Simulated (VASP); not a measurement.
Set up this calculation in VASP 6.6.1, as the native input.

* Task: single point
* Functional: PBE
* Potentials or basis: VASP PAW PBE potentials, release 64 (Ti_sv, Al)
* Cutoff: 520 eV
* k mesh: 18 × 18 × 18
* Occupations: gaussian, width 0.15 eV
* Spin: no spin polarisation
* Dipole correction: no
* Further INCAR settings: ALGO = Fast; EDIFF = 1e-06; NBANDS = 18

The structure of TiAl3 lies in POSCAR:

```
TiAl3
1.0
   -1.9226734293      1.9226734293      4.3114047961
    1.9226734293     -1.9226734293      4.3114047961
    1.9226734293      1.9226734293     -4.3114047961
Ti Al
1 3
Direct
    0.0037793501      0.0037793501      0.0000000000
    0.4930417111      0.4930417111      0.0000000000
    0.7501267383      0.2501267383      0.5000000000
    0.2501267383      0.7501267383      0.5000000000
```

This cell differs from its parent crystal: atoms displaced along a vibrational mode.

The input as run:

INCAR

```
  PREC = Accurate
  ENCUT = 520
  EDIFF = 1E-6
  ISMEAR = 0
  SIGMA = 0.15
  LREAL = F
  LASPH = T
  NELM = 80
  ALGO = Fast
  ISIF = 2
  LWAVE = F
  LCHARG = T
  GGA = PE
  LELF = T
  LVHAR = T
  NBANDS = 18
```

KPOINTS

```
Automatic mesh
0
Gamma
  18 18 18
```

Potentials or basis: VASP PAW PBE potentials, release 64 (Ti_sv, Al).

Launch:

```bash
$ cat potpaw_PBE.64/Ti_sv/POTCAR potpaw_PBE.64/Al/POTCAR > POTCAR
$ mpirun -np 1 vasp_std > vasp.out
```

It gave:

```yaml
Pressure: 0.0 GPa
Largest_force: 0.229 eV/Å
Band_gap_on_the_k_mesh: zero (an odd number of electrons rules out a gap without spin polarisation)
```

Caveat: the cell differs from its parent crystal (atoms displaced along a vibrational mode).

It took 48 min on 1 thread of AMD EPYC 7R43 64-Core Processor (Zen 3), on a shared host, peak memory 0.62 GiB.
